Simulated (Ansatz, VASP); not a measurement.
# Si7Ge: VASP beside Ansatz

The input INCAR:

```
ALGO = Normal
EDIFF = 1E-7
ENCUT = 520
GGA = PS
ISIF = 2
ISMEAR = 0
LASPH = True
LCHARG = False
LREAL = Auto
LWAVE = False
NBANDS = 56
NELM = 60
PREC = Accurate
SIGMA = 0.03
```

KPOINTS

```
k-points
0
Gamma
  6 6 3
```

File POSCAR:

```
Si7Ge
1.0
    0.0000000000     -5.4591768537      0.0000000000
    0.0000000000      0.0000000000     -5.4591768537
   10.9183537074     -2.2748389949     -2.2748389949
Si Ge
14 2
Direct
    0.4601089874      0.4601089874      0.6894488404
    0.6684589874      0.6684589874      0.1894488404
    0.2653353950      0.2653353950      0.5631500000
    0.4736853950      0.4736853950      0.0631500000
    0.1611603950      0.6611603950      0.8131500000
    0.3695103950      0.8695103950      0.3131500000
    0.6611603950      0.1611603950      0.8131500000
    0.8695103950      0.3695103950      0.3131500000
    0.3570164410     -0.1377881974      0.9368511596
    0.5653664410      0.0705618026      0.4368511596
   -0.1377881974      0.3570164410      0.9368511596
    0.0705618026      0.5653664410      0.4368511596
   -0.0346956510     -0.0346956510      0.6894488404
    0.1736543490      0.1736543490      0.1894488404
    0.7653353950      0.7653353950      0.5631500000
    0.9736853950      0.9736853950      0.0631500000
```

Input for Ansatz:

```yaml
crystal:
  lattice:
    - [0.0, -5.4591768537, 0.0]
    - [0.0, 0.0, -5.4591768537]
    - [10.9183537074, -2.2748389949, -2.2748389949]
  atoms:
    - { symbol: Si, position: [0.4601089874, 0.4601089874, 0.6894488404] }
    - { symbol: Si, position: [0.6684589874, 0.6684589874, 0.1894488404] }
    - { symbol: Si, position: [0.265335395, 0.265335395, 0.56315] }
    - { symbol: Si, position: [0.473685395, 0.473685395, 0.06315] }
    - { symbol: Si, position: [0.161160395, 0.661160395, 0.81315] }
    - { symbol: Si, position: [0.369510395, 0.869510395, 0.31315] }
    - { symbol: Si, position: [0.661160395, 0.161160395, 0.81315] }
    - { symbol: Si, position: [0.869510395, 0.369510395, 0.31315] }
    - { symbol: Si, position: [0.357016441, -0.1377881974, 0.9368511596] }
    - { symbol: Si, position: [0.565366441, 0.0705618026, 0.4368511596] }
    - { symbol: Si, position: [-0.1377881974, 0.357016441, 0.9368511596] }
    - { symbol: Si, position: [0.0705618026, 0.565366441, 0.4368511596] }
    - { symbol: Si, position: [-0.034695651, -0.034695651, 0.6894488404] }
    - { symbol: Si, position: [0.173654349, 0.173654349, 0.1894488404] }
    - { symbol: Ge, position: [0.765335395, 0.765335395, 0.56315] }
    - { symbol: Ge, position: [0.973685395, 0.973685395, 0.06315] }
basis:
  ecutwfc: 420
kpoints:
  mp_grid: { grid: [6, 6, 3] }
hamiltonian:
  xc: pbesol
scf:
  occupations: { method: gaussian, width: 0.03 }
output:
  forces: true
  stress: true
  eigenvalues: true
```

Alike in both runs: task single point; functional PBEsol; k mesh 6 × 6 × 3; occupations gaussian, width 0.03 eV; no spin polarisation.

|  | VASP | Ansatz |
| --- | --- | --- |
| version | VASP 6.6.1 | Ansatz 0.2.0 |
| potentials or method | VASP PAW PBE potentials, release 64 (Si, Ge_d), cutoff 520 eV | scalar-relativistic, plane waves, PAW |
| valence electrons in the cell | 84 | 84 |

|  | VASP | Ansatz | Ansatz less VASP |
| --- | --- | --- | --- |
| least direct gap on the mesh (eV) | 0.13 | 0.14 | +0.005 |
| pressure (GPa) | -0.6 | -0.7 | -0.07 |
| traceless stress, the component that is largest in VASP (GPa) | -2.07 | -2.06 | +0.015 |
| rms of the force components (eV/Å) | 0.443 | 0.444 | +0.0014 |

VASP's potentials were made for PBE, not for PBEsol. Atom by atom the forces differ by 0.004 eV/Å (rms over components).
